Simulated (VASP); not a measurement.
# K (Im-3m) in VASP: notebook, part 2 of 2

VASP 6.6.1. Earlier steps stand in the parts before.

### Step 3. Relaxation of cell and atoms, LDA

This run uses another cell than the first one, of 71.77 Å³/atom.

The input, INCAR:

```
SYSTEM = K
ALGO     = Fast           ! electronic algorithm
EDIFF    = 1E-6           ! SCF threshold, eV
EDIFFG   = -0.002         ! ionic threshold
ENCUT    = 600            ! plane-wave cutoff, eV
IBRION   = 2              ! ionic algorithm
ISIF     = 3              ! what is computed and relaxed
ISMEAR   = 0              ! smearing method
LASPH    = .True.         ! aspherical terms in the spheres
LCHARG   = .False.        ! write CHGCAR
LREAL    = .False.        ! projectors in reciprocal space
LWAVE    = .False.        ! write WAVECAR
NELM     = 80             ! most SCF steps
NSW      = 100            ! ionic steps
PREC     = Accurate       ! precision mode
SIGMA    = 0.1            ! smearing width, eV
```

The input, KPOINTS:

```
k-points
0
Gamma
  12 12 12
  0 0 0
```

The input, POSCAR:

```
K
1.0
   -2.6180000000      2.6180000000      2.6180000000
    2.6180000000     -2.6180000000      2.6180000000
    2.6180000000      2.6180000000     -2.6180000000
K
1
Direct
    0.0000000000      0.0000000000      0.0000000000
```

Potentials or basis: VASP PAW LDA potentials, release 64 (K_sv).

The run is started by

```sh
cat potpaw_LDA.64/K_sv/POTCAR > POTCAR
mpirun -np 1 vasp_std > vasp.out
```

OUTCAR:

```text
SYSTEM = K
   EDIFF = 1E-6
   EDIFFG = -0.002
   ENCUT = 600
   IBRION = 2
   ISIF = 3
   ISMEAR = 0
   LASPH = .True.
   LREAL = .False.
   NELM = 80
   NSW = 100
   PREC = Accurate

 ion  position               nearest neighbor table
   1  0.000  0.000  0.000-

  LATTYP: Found a body centered cubic cell.
 ALAT       =     5.2360000000

  Lattice vectors:

 A1 = (  -2.6180000000,   2.6180000000,   2.6180000000)
 A2 = (   2.6180000000,  -2.6180000000,   2.6180000000)
 A3 = (   2.6180000000,   2.6180000000,  -2.6180000000)

Analysis of symmetry for initial positions (statically):
=====================================================================
 Subroutine PRICEL returns:
 Original cell was already a primitive cell.

 Routine SETGRP: Setting up the symmetry group for a
 body centered cubic supercell.

 Subroutine GETGRP returns: Found 48 space group operations
 (whereof 48 operations were pure point group operations)
 out of a pool of 48 trial point group operations.

The static configuration has the point symmetry O_h .

Analysis of symmetry for dynamics (positions and initial velocities):
=====================================================================
 Subroutine PRICEL returns:
 Original cell was already a primitive cell.

 Routine SETGRP: Setting up the symmetry group for a
 body centered cubic supercell.

 Subroutine GETGRP returns: Found 48 space group operations
 (whereof 48 operations were pure point group operations)
 out of a pool of 48 trial point group operations.

The dynamic configuration has the point symmetry O_h .

 Subroutine INISYM returns: Found 48 space group operations
 (whereof 48 operations are pure point group operations),
 and found     1 'primitive' translations

[... 139 lines left out ...]
  ---------------------------------------------------
  free energy    TOTEN  =        -1.15520953 eV

  energy without entropy =       -1.15032941  energy(sigma->0) =       -1.15276947

------------------------ aborting loop because EDIFF is reached ----------------------------------------

  FORCE on cell =-STRESS in cart. coord.  units (eV):
  Direction    XX          YY          ZZ          XY          YZ          ZX
  --------------------------------------------------------------------------------------
  -------------------------------------------------------------------------------------
  Total       -0.1816636     -0.1816636     -0.1816636      0.0000000     -0.0000000     -0.0000000
  in kB       -4.0551753     -4.0551753     -4.0551753      0.0000000     -0.0000000     -0.0000000
  external PRESSURE =      -4.0551753 kB  Pullay stress =       0.0000000 kB
[... 86 lines left out ...]
  FREE ENERGIE OF THE ION-ELECTRON SYSTEM (eV)
  ---------------------------------------------------
  free  energy   TOTEN  =        -1.1658402317 eV

  energy  without entropy=       -1.1611004853  energy(sigma->0) =       -1.16347036

[... ionic steps 4 to 18 ...]

--------------------------------------- Ionic step       19  -------------------------------------------

 number of electron       9.0000001 magnetization

------------------------ aborting loop because EDIFF is reached ----------------------------------------
[... 65 lines left out ...]
--------------------------------------- Ionic step       21  -------------------------------------------

 number of electron       9.0000001 magnetization

 Free energy of the ion-electron system (eV)
  ---------------------------------------------------
  ext. energy  EPLUGINS =         0.00000000
  ---------------------------------------------------
  free energy    TOTEN  =        -1.16586487 eV

  energy without entropy =       -1.16112857  energy(sigma->0) =       -1.16349672

 E-fermi :  -0.0130     XC(G=0):  -6.2315

 val. band max:       -0.0310621397   @ k =   0.2500   0.2500   0.0000
 cond. band min:       0.0336686755   @ k =   0.3333   0.1667   0.0000
 fundamental gap:      0.0647308153
 Fermi energy:        -0.0130220983

 k-point     1 :       0.0000    0.0000    0.0000
  band No.  band energies     occupation
      1     -31.7430      2.00000
      2     -15.4099      2.00000
      3     -15.4099      2.00000
      4     -15.4099      2.00000
      5      -2.3662      2.00000
      6       4.2801      0.00000
      7       4.2801      0.00000
      8       4.2801      0.00000
[... 243 lines left out ...]
 k-point    24 :       0.4167    0.0833    0.0833
  band No.  band energies     occupation
      1     -31.7345      2.00000
      2     -15.5155      2.00000
      3     -15.4518      2.00000
      4     -15.4173      2.00000
      5       0.5874      0.00000
      6       0.8863      0.00000
      7       2.7559      0.00000
      8       4.8824      0.00000

 [... further k-points ...]

------------------------ aborting loop because EDIFF is reached ----------------------------------------

  FORCE on cell =-STRESS in cart. coord.  units (eV):
  Direction    XX          YY          ZZ          XY          YZ          ZX
  --------------------------------------------------------------------------------------
  -------------------------------------------------------------------------------------
  Total        0.0016875      0.0016875      0.0016875     -0.0000000     -0.0000000      0.0000000
  in kB        0.0421218      0.0421218      0.0421218     -0.0000000     -0.0000000      0.0000000
  external PRESSURE =       0.0421218 kB  Pullay stress =       0.0000000 kB
[... 16 lines left out ...]
  FREE ENERGIE OF THE ION-ELECTRON SYSTEM (eV)
  ---------------------------------------------------
  free  energy   TOTEN  =        -1.1658648691 eV

  energy  without entropy=       -1.1611285665  energy(sigma->0) =       -1.16349672

 reached required accuracy - stopping structural energy minimisation
```

OSZICAR:

```text
N       E                     dE             d eps       ncg     rms          rms(c)
DAV:   1     0.542171635151E+02    0.54217E+02   -0.38146E+03  1152   0.951E+02
DAV:   2     0.918857199851E+00   -0.53298E+02   -0.52775E+02  1152   0.235E+02
DAV:   3    -0.110715157260E+01   -0.20260E+01   -0.20238E+01  1832   0.401E+01
[... 132 lines left out ...]
RMM:   4    -0.116586501367E+01   -0.13062E-06   -0.19536E-06   880   0.143E-02
  20 F= -.11658650E+01 E0= -.11634970E+01  d E =-.360207E-05
       N       E                     dE             d eps       ncg     rms          rms(c)
DAV:   1    -0.116586775985E+01   -0.28768E-05   -0.79967E-05  1168   0.120E-01    0.130E-02
RMM:   2    -0.116586532262E+01    0.24372E-05   -0.44612E-06  1113   0.297E-02    0.442E-03
RMM:   3    -0.116586486908E+01    0.45355E-06   -0.20646E-06   836   0.142E-02
  21 F= -.11658649E+01 E0= -.11634967E+01  d E =-.345748E-05
```

Wall time 1.7 min (1 thread of Intel Xeon 6975P-C (Granite Rapids), shared host); peak memory 0.22 GiB.

What came out:

```
Free energy                           : -1.1659 eV
Relaxed volume                        : 64.19 Å³/atom
Relaxed cell                          : a = 4.369 Å, b = 4.369 Å, c = 4.369 Å, α = 109.47°, β = 109.47°, γ = 109.47°
Space group after relaxing (to 0.1 Å) : Im-3m (No. 229)
Energy gained by relaxing             : 10.7 meV/atom
Ionic steps                           : 21
Pressure after relaxing               : 0.0 GPa
Band gap on the k mesh                : zero (an odd number of electrons rules out a gap without spin polarisation)
```

Step by step:
| step | energy change (eV) | largest force (eV/Å) | pressure (GPa) | volume (Å³) |
| --- | --- | --- | --- | --- |
| 1 | 0.0000 | 0.0000 | -0.41 | 71.77 |
| 2 | -0.0043 | 0.0000 | -0.35 | 69.90 |
| 3 | -0.0106 | 0.0000 | -0.02 | 64.49 |
| 4 | -0.0107 | 0.0000 | 0.02 | 64.12 |
| 5 | -0.0107 | 0.0000 | -0.02 | 64.30 |
| 6 | -0.0107 | 0.0000 | -0.01 | 64.30 |
| 7 | -0.0107 | 0.0000 | -0.03 | 64.29 |
| 8 | -0.0107 | 0.0000 | -0.01 | 64.29 |
| 9 | -0.0107 | 0.0000 | -0.01 | 64.29 |
| 10 | -0.0107 | 0.0000 | -0.01 | 64.29 |
| 11 | -0.0107 | 0.0000 | -0.01 | 64.29 |
| 12 | -0.0107 | 0.0000 | -0.01 | 64.29 |
| 13 | -0.0107 | 0.0000 | -0.02 | 64.28 |
| 14 | -0.0107 | 0.0000 | -0.02 | 64.28 |
| 15 | -0.0107 | 0.0000 | -0.01 | 64.27 |
| 16 | -0.0107 | 0.0000 | -0.01 | 64.25 |
| 17 | -0.0107 | 0.0000 | -0.02 | 64.20 |
| 18 | -0.0107 | 0.0000 | 0.01 | 64.11 |
| 19 | -0.0107 | 0.0000 | 0.01 | 64.14 |
| 20 | -0.0107 | 0.0000 | 0.01 | 64.17 |
| 21 | -0.0107 | 0.0000 | 0.00 | 64.19 |

Final structure:
```
K
1.0
    -2.52229    2.52229    2.52229
     2.52229   -2.52229    2.52229
     2.52229    2.52229   -2.52229
K
1
Direct
  0.00000 0.00000 0.00000
```

LDA usually gives volumes a few per cent too small. Zero-point motion and thermal expansion aren't in these numbers.

The gap in the log of VASP goes by the Fermi energy; the results here count the filled bands.